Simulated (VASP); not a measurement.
# KP2Ru2 (I4/mmm) in VASP: a series of runs

Runs on KP2Ru2. Level: LDA. Tasks: single point.

Everything below comes from runs of VASP 6.6.1. Logs are shortened: lines on timing, memory, paths and dates and some standing lists are left out, and cuts for length are marked.

## (1) The cell of the first run

The structure is tetragonal, space group I4/mmm (No. 139). Conventional cell: a = 3.955 Å, b = 3.955 Å, c = 12.282 Å, α = 90.00°, β = 90.00°, γ = 90.00°. Within 4.5 Å of K (site symmetry 4/mmm) lie 10 P at 3.43 to 4.16 Å and 8 Ru at 3.65 Å and 4 K at 3.95 Å. Within 3.0 Å of P (site symmetry 4mm) lie 4 Ru at 2.26 Å. Ru (site symmetry -4m2) has 4 P at 2.26 Å and 4 Ru at 2.80 Å within 3.0 Å.

## (2) Single point, LDA

Input file INCAR:

```
PREC     = Accurate       # precision mode
ENCUT    = 520            # plane-wave cutoff, eV
EDIFF    = 1E-6           # SCF threshold, eV
ISMEAR   = 1              # smearing method
SIGMA    = 0.1            # smearing width, eV
LREAL    = False          # projectors in reciprocal space
LASPH    = True           # aspherical terms in the spheres
NELM     = 100            # most SCF steps
ALGO     = Normal         # electronic algorithm
ISIF     = 2              # what is computed and relaxed
LWAVE    = False          # write WAVECAR
LCHARG   = False          # write CHGCAR
GGA      = CA             # functional
NBANDS   = 32             # bands
```

Input file KPOINTS:

```
Automatic mesh
0
Gamma
  9 9 9
```

Input file POSCAR:

```
KP2Ru2
1.0
   -1.9774414801      1.9774414801      6.1408789657
    1.9774414801     -1.9774414801      6.1408789657
    1.9774414801      1.9774414801     -6.1408789657
K P Ru
1 2 2
Direct
    0.0000000000      0.0000000000      0.0000000000
    0.3387220000      0.3387220000      0.0000000000
    0.6612780000      0.6612780000      0.0000000000
    0.7500000000      0.2500000000      0.5000000000
    0.2500000000      0.7500000000      0.5000000000
```

Potentials or basis: VASP PAW LDA potentials, release 64 (K_sv, P, Ru_pv).

Command:

```sh
$ cat potpaw_LDA.64/K_sv/POTCAR potpaw_LDA.64/P/POTCAR potpaw_LDA.64/Ru_pv/POTCAR > POTCAR
$ mpirun -np 1 vasp_std > vasp.out
```

OUTCAR:

```text
PREC = Accurate
   ENCUT = 520
   EDIFF = 1E-6
   ISMEAR = 1
   LREAL = False
   LASPH = True
   NELM = 100
   ISIF = 2
   GGA = CA

 ion  position               nearest neighbor table
   1  0.000  0.000  0.000-
   2  0.339  0.339  0.000-   4 2.26   5 2.26   5 2.26   4 2.26
   3  0.661  0.661  0.000-   5 2.26   4 2.26   4 2.26   5 2.26
   4  0.750  0.250  0.500-   2 2.26   3 2.26   2 2.26   3 2.26   5 2.80   5 2.80   5 2.80   5 2.80

   5  0.250  0.750  0.500-   2 2.26   3 2.26   2 2.26   3 2.26   4 2.80   4 2.80   4 2.80   4 2.80

  LATTYP: Found a body centered tetragonal cell.
 ALAT       =     3.9548829602
 C/A-ratio  =     3.1054668507

  Lattice vectors:

 A1 = (  -1.9774414801,   1.9774414801,   6.1408789657)
 A2 = (   1.9774414801,  -1.9774414801,   6.1408789657)
 A3 = (   1.9774414801,   1.9774414801,  -6.1408789657)

Analysis of symmetry for initial positions (statically):
=====================================================================
 Subroutine PRICEL returns:
 Original cell was already a primitive cell.

 Routine SETGRP: Setting up the symmetry group for a
 body centered tetragonal supercell.

 Subroutine GETGRP returns: Found 16 space group operations
 (whereof 16 operations were pure point group operations)
 out of a pool of 16 trial point group operations.

The static configuration has the point symmetry D_4h.

Analysis of symmetry for dynamics (positions and initial velocities):
=====================================================================
 Subroutine PRICEL returns:
 Original cell was already a primitive cell.

 Routine SETGRP: Setting up the symmetry group for a
 body centered tetragonal supercell.

 Subroutine GETGRP returns: Found 16 space group operations
 (whereof 16 operations were pure point group operations)
 out of a pool of 16 trial point group operations.

The dynamic configuration has the point symmetry D_4h.

 Subroutine INISYM returns: Found 16 space group operations
 (whereof 16 operations are pure point group operations),
 and found     1 'primitive' translations

----------------------------------------------------------------------------------------

                                     Primitive cell

  volume of cell :      96.0501

  direct lattice vectors                    reciprocal lattice vectors
    -1.977441480  1.977441480  6.140878966     0.000000000  0.252851983  0.081421569
     1.977441480 -1.977441480  6.140878966     0.252851983  0.000000000  0.081421569
     1.977441480  1.977441480 -6.140878966     0.252851983  0.252851983  0.000000000

  length of vectors
     6.747662120  6.747662120  6.747662120     0.265638095  0.265638095  0.357586704

  position of ions in fractional coordinates (direct lattice)
     0.000000000  0.000000000  0.000000000
     0.338722000  0.338722000  0.000000000
     0.661278000  0.661278000  0.000000000
     0.750000000  0.250000000  0.500000000
     0.250000000  0.750000000  0.500000000

  ion indices of the primitive-cell ions
   primitive index   ion index
                 1           1
                 2           2
                 3           3
                 4           4
                 5           5

----------------------------------------------------------------------------------------

 KPOINTS: Automatic mesh

Automatic generation of k-mesh.
 Grid dimensions read from file:
 generate k-points for:    9    9    9

 Generating k-lattice:

  Cartesian coordinates                     Fractional coordinates (reciprocal lattice)
     0.000000000  0.028094665  0.009046841     0.111111111  0.000000000  0.000000000
     0.028094665  0.000000000  0.009046841     0.000000000  0.111111111  0.000000000
     0.028094665  0.028094665  0.000000000     0.000000000  0.000000000  0.111111111

  Length of vectors
     0.029515344  0.029515344  0.039731856

  Shift w.r.t. Gamma in fractional coordinates (k-lattice)
     0.000000000  0.000000000  0.000000000

 Subroutine IBZKPT returns following result:
 ===========================================

 Found     75 irreducible k-points:

 Following reciprocal coordinates:
            Coordinates               Weight
  0.000000  0.000000  0.000000      1.000000
  0.111111  0.000000 -0.000000      8.000000
  0.222222  0.000000 -0.000000      8.000000
  0.333333  0.000000 -0.000000      8.000000
  0.444444  0.000000 -0.000000      8.000000
  0.111111  0.111111 -0.000000      8.000000
[... 16 lines left out ...]
 -0.333333  0.333333  0.000000      4.000000
  0.444444  0.444444 -0.000000      8.000000
 [... further k-points ...]
   k-points           NKPTS =     75   k-points in BZ     NKDIM =     75   number of bands    NBANDS=     32
   number of dos      NEDOS =    301   number of ions     NIONS =      5
   total plane-waves  NPLWV = 125000
   dimension x,y,z NGX =    50 NGY =   50 NGZ =   50
   dimension x,y,z NGXF=   100 NGYF=  100 NGZF=  100
   ions per type =               1   2   2
   NGX,Y,Z   is equivalent  to a cutoff of  12.32, 12.32, 12.32 a.u.
   NGXF,Y,Z  is equivalent  to a cutoff of  24.64, 24.64, 24.64 a.u.
 SYSTEM =  unknown system
   PREC   = accura    normal or accurate (medium, high low for compatibility)
   ISTART =      0    job   : 0-new  1-cont  2-samecut
   ICHARG =      2    charge: 1-file 2-atom 10-const
   ISPIN  =      1    spin polarized calculation?
   LNONCOLLINEAR =      F non collinear calculations
   LSORBIT =      F    spin-orbit coupling
   LASPH  =      T    aspherical Exc in radial PAW
   ENCUT  =  520.0 eV  38.22 Ry    6.18 a.u.  12.55 12.55 12.55*2*pi/ulx,y,z
   NELM   =    100;   NELMIN=  2; NELMDL= -5     # of ELM steps
   EDIFF  = 0.1E-05   stopping-criterion for ELM
   LREAL  =      F    real-space projection
   EDIFFG = 0.1E-04   stopping-criterion for IOM
   NSW    =      0    number of steps for IOM
   IBRION =     -1    ionic relax: 0-MD 1-quasi-New 2-CG
   NFREE  =      0    steps in history (QN), initial steepest desc. (CG)
   ISIF   =      2    stress and relaxation
   ISYM   =      2    0-nonsym 1-usesym 2-fastsym
   POTIM  = 0.5000    time-step for ionic-motion
   TEBEG  =    0.0;   TEEND  =   0.0 temperature during run
   PSTRESS=    0.0 pullay stress
   NELECT =      47.0000    total number of electrons
   NUPDOWN=      -1.0000    fix difference up-down
   EMIN   =  10.00;   EMAX   =-10.00  energy-range for DOS
   EFERMI =   0.00;   METHOD = LEGACY
   ISMEAR =     1;   SIGMA  =   0.10  broadening in eV -4-tet -1-fermi 0-gaus
   EFERMI_NEDOS =   21; number of points for ismear=-14 and -15
   IALGO  =     38    algorithm
   IMIX   =      4    mixing-type and parameters
     AMIX     =   0.40;   BMIX     =  1.00
     AMIX_MAG =   1.60;   BMIX_MAG =  1.00
  volume/ion in A,a.u.               =      19.21       129.64
  Fermi-wavevector in a.u.,A,eV,Ry     =   1.290055  2.437850 22.643381  1.664242
  Thomas-Fermi vector in A             =   2.421910
   LORBIT       =      0    0 simple, 1 ext, 2 COOP (PROOUT), +10 PAW based schemes
   GGA     = CA    functional components
   LHFCALC =     F    Hartree Fock is set to
   AEXX    =    0.0000 exact exchange contribution
   IVDW    =     0    specifies the selected vdW correction
   LEPSILON=     F    determine dielectric tensor
   LRPA    =     F    only Hartree local field effects (RPA)
 non-spin polarized calculation
 Methfessel and Paxton  Order N= 1 SIGMA  =   0.10
  energy-cutoff  :      520.00
  volume of cell :       96.05
 maximum number of plane-waves:      2635
 NGX is ok and might be reduce to    50
   NGX = 25   NGY = 25   NGZ = 25

 number of electron      47.0000000 magnetization

 Free energy of the ion-electron system (eV)
  ---------------------------------------------------
  ext. energy  EPLUGINS =         0.00000000
  ---------------------------------------------------
  free energy    TOTEN  =       -37.80027780 eV

  energy without entropy =      -37.80166643  energy(sigma->0) =      -37.80074068

 E-fermi :   6.0658     XC(G=0): -10.6948

 val. band max:        6.0524220755   @ k =  -0.1111   0.1111   0.0000
 cond. band min:       6.0709355011   @ k =   0.0000   0.0000   0.0000
 fundamental gap:      0.0185134255
 Fermi energy:         6.0658151054

 k-point     1 :       0.0000    0.0000    0.0000
  band No.  band energies     occupation
      1     -36.5045      2.00000
      2     -36.5045      2.00000
      3     -36.1309      2.00000
      4     -36.1309      2.00000
      5     -36.0553      2.00000
      6     -35.9579      2.00000
[... 24 lines left out ...]
     31      12.5412      0.00000
     32      12.7915      0.00000

 k-point     2 :       0.1111    0.0000   -0.0000
  band No.  band energies     occupation
      1     -36.4949      2.00000
      2     -36.4935      2.00000
      3     -36.1439      2.00000
      4     -36.1424      2.00000
      5     -36.0522      2.00000
      6     -35.9607      2.00000
[... 24 lines left out ...]
     31      12.5603      0.00000
     32      12.5779      0.00000

 k-point     3 :       0.2222    0.0000   -0.0000
  band No.  band energies     occupation
      1     -36.4668      2.00000
      2     -36.4616      2.00000
      3     -36.1809      2.00000
      4     -36.1754      2.00000
      5     -36.0433      2.00000
      6     -35.9687      2.00000
[... 24 lines left out ...]
     31      12.1986      0.00000
     32      12.4148      0.00000

 k-point     4 :       0.3333    0.0000   -0.0000
  band No.  band energies     occupation
      1     -36.4221      2.00000
      2     -36.4126      2.00000
      3     -36.2356      2.00000
      4     -36.2258      2.00000
      5     -36.0299      2.00000
      6     -35.9812      2.00000
[... 654 lines left out ...]
     31      12.7497      0.00000
     32      12.9997      0.00000

 k-point    23 :      -0.3333    0.3333    0.0000
  band No.  band energies     occupation
      1     -36.5522      2.00000
      2     -36.4610      2.00000
      3     -36.1951      2.00000
      4     -36.0998      2.00000
      5     -36.0167      2.00000
      6     -35.9923      2.00000
[... 24 lines left out ...]
     31      12.7000      0.00000
     32      12.9280      0.00000

 k-point    24 :       0.4444    0.4444   -0.0000
  band No.  band energies     occupation
      1     -36.5661      2.00000
      2     -36.5551      2.00000
      3     -36.1021      2.00000
      4     -36.0905      2.00000
      5     -36.0055      2.00000
      6     -36.0025      2.00000
[... 24 lines left out ...]
     31      12.4712      0.00000
     32      12.9664      0.00000

 [... further k-points ...]

------------------------ aborting loop because EDIFF is reached ----------------------------------------

  FORCE on cell =-STRESS in cart. coord.  units (eV):
  Direction    XX          YY          ZZ          XY          YZ          ZX
  --------------------------------------------------------------------------------------
  -------------------------------------------------------------------------------------
  Total        2.0604385      2.0604385      0.4006340      0.0000000     -0.0000000      0.0000000
  in kB       34.3694375     34.3694375      6.6828318      0.0000000     -0.0000000      0.0000000
  external PRESSURE =      25.1405690 kB  Pullay stress =       0.0000000 kB

 VOLUME and BASIS-vectors are now :
 -----------------------------------------------------------------------------
  energy-cutoff  :      520.00
  volume of cell :       96.05
      direct lattice vectors                 reciprocal lattice vectors
    -1.977441480  1.977441480  6.140878966     0.000000000  0.252851983  0.081421569
     1.977441480 -1.977441480  6.140878966     0.252851983  0.000000000  0.081421569
     1.977441480  1.977441480 -6.140878966     0.252851983  0.252851983  0.000000000

 POSITION                                       TOTAL-FORCE (eV/Angst)
 -----------------------------------------------------------------------------------
      0.00000      0.00000      0.00000        -0.000000     -0.000000     -0.000000
      0.00000      0.00000      4.16010         0.000000      0.000000      0.646371
      0.00000      0.00000      8.12166         0.000000      0.000000     -0.646371
     -0.00000      1.97744      3.07044        -0.000000     -0.000000     -0.000000
      1.97744     -0.00000      3.07044        -0.000000     -0.000000     -0.000000
 -----------------------------------------------------------------------------------
    total drift:                               -0.000000     -0.000000      0.000000

  FREE ENERGIE OF THE ION-ELECTRON SYSTEM (eV)
  ---------------------------------------------------
  free  energy   TOTEN  =       -37.8002777987 eV

  energy  without entropy=      -37.8016664316  energy(sigma->0) =      -37.80074068
```

It took 7.1 min on 1 thread of AMD EPYC 9R45 (Zen 5), shared host; peak memory 0.37 GiB.

Results:

- Free energy: -37.8003 eV
- Pressure: 2.5 GPa
- Largest force: 0.646 eV/Å
- Band gap on the k mesh: zero (an odd number of electrons rules out a gap without spin polarisation)

Forces in eV/Å, atoms in the order of the input:
```
K    0.000  0.000  0.000
P    0.000  0.000  0.646
P    0.000  0.000 -0.646
Ru   0.000  0.000  0.000
Ru   0.000  0.000  0.000
```

Stress tensor (GPa, compression positive):
```
3.44 0.00 0.00
0.00 3.44 0.00
0.00 0.00 0.67
```

Levels at points of the mesh, in eV from the Fermi level:
```csv
k point,band 22,band 23,band 24,band 25,band 26,band 27
"(0.00, 0.00, 0.00)",0.01,0.60,0.60,1.67,3.01,3.62
```

## (3) Single point, LDA

This run uses another cell than the first one, of 19.82 Å³/atom.

Input file INCAR:

```
PREC = Accurate
ENCUT = 520
EDIFF = 1E-7
ISMEAR = 1
SIGMA = 0.1
LREAL = F
LASPH = T
NELM = 60
ALGO = Normal
ISIF = 2
LWAVE = F
LCHARG = T
GGA = CA
LELF = T
LVHAR = T
NBANDS = 32
```

KPOINTS is that of step 2.

Edit POSCAR of step 2 so:

```diff
@@ -2,5 +2,5 @@
 1.0
-   -1.9774414801      1.9774414801      6.1408789657
-    1.9774414801     -1.9774414801      6.1408789657
-    1.9774414801      1.9774414801     -6.1408789657
+   -1.9980413113      1.9980413113      6.2048510589
+    1.9980413113     -1.9980413113      6.2048510589
+    1.9980413113      1.9980413113     -6.2048510589
 K P Ru
```

Potentials or basis: VASP PAW LDA potentials, release 64 (K_sv, P, Ru_pv).

Command:

```sh
$ cat potpaw_LDA.64/K_sv/POTCAR potpaw_LDA.64/P/POTCAR potpaw_LDA.64/Ru_pv/POTCAR > POTCAR
$ mpirun -np 1 vasp_std > vasp.out
```

Wall time 8.6 min (1 thread of AMD EPYC 9R45 (Zen 5), shared host); peak memory 0.41 GiB.

It converged, with:

* Free energy: -37.8089 eV
* Pressure: -1.6 GPa
* Largest force: 0.116 eV/Å
* Band gap on the k mesh: zero (an odd number of electrons rules out a gap without spin polarisation)

Forces in eV/Å, atoms in the order of the input:
```
K    0.000  0.000  0.000
P    0.000  0.000  0.116
P    0.000  0.000 -0.116
Ru   0.000  0.000  0.000
Ru   0.000  0.000  0.000
```

Stress tensor (GPa, compression positive):
```
-1.47  0.00  0.00
 0.00 -1.47  0.00
 0.00  0.00 -1.89
```

Levels at points of the mesh, in eV from the Fermi level:
```tsv
k point	band 20	band 21	band 22	band 23	band 24	band 25	band 26	band 27	band 28	band 29
(0.00, 0.00, 0.00)	-0.89	-0.28	0.01	0.58	0.58	1.57	2.86	3.64	4.08	4.13
```

[end of part 1 of 2]
